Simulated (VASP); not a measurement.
Set up this calculation in VASP 6.6.1, as the native input.

```yaml
Task: single point
Functional: SVWN5
Potentials_or_basis: VASP PAW PBE potentials, release 64 (Pt, Fe)
Cutoff: 520 eV
k_mesh: 10 × 10 × 7
Occupations: fermi-dirac, width 0.05 eV
Spin: collinear spin, ferromagnetic start
Starting_moments: "[0.0, 3.0] μB"
Dipole_correction: no
Further_INCAR_settings: ALGO = Normal; EDIFF = 1e-06; NBANDS = 20
```

The structure of FePt lies in POSCAR:

```
FePt
1.0
    2.6684559886      0.0000000000      0.0000000000
    0.0000000000      2.6684559886      0.0000000000
    0.0000000000      0.0000000000      3.6627082254
Pt Fe
1 1
Direct
    0.5000000000      0.5000000000      0.5000000000
    0.0000000000      0.0000000000      0.0000000000
```

One way to write it, as run:

INCAR

```
SYSTEM = FePt
  ALGO = Normal
  EDIFF = 1E-6
  ENCUT = 520
  GGA = VW
  ISIF = 2
  ISMEAR = -1
  ISPIN = 2
  LASPH = .True.
  LCHARG = .False.
  LMAXMIX = 4
  LORBIT = 11
  LREAL = .False.
  LWAVE = .False.
  MAGMOM = 0 3
  NBANDS = 20
  NELM = 150
  PREC = Accurate
  SIGMA = 0.05
```

KPOINTS

```
k-points
0
Gamma
  10 10 7
  0 0 0
```

Potentials or basis: VASP PAW PBE potentials, release 64 (Pt, Fe).

Run with:

```console
$ cat potpaw_PBE.64/Pt/POTCAR potpaw_PBE.64/Fe/POTCAR > POTCAR
$ mpirun -np 1 vasp_std > vasp.out
```

It gave:

```json
{
 "Pressure": "-4.4 GPa",
 "Net moment": "2.77 μB per cell",
 "Site moments": "Pt +0.32; Fe +2.40 μB",
 "Valence electrons inside the program's atomic spheres": "Pt 9.51; Fe 7.17"
}
```

Caveat: the cell stands under tension; the PAW data sets were made with another functional, which shifts forces and pressure a little.

Wall time 99 s on 1 thread of Oxide Virtual Turin-like Processor, with other jobs on the host, peak memory 0.15 GiB.
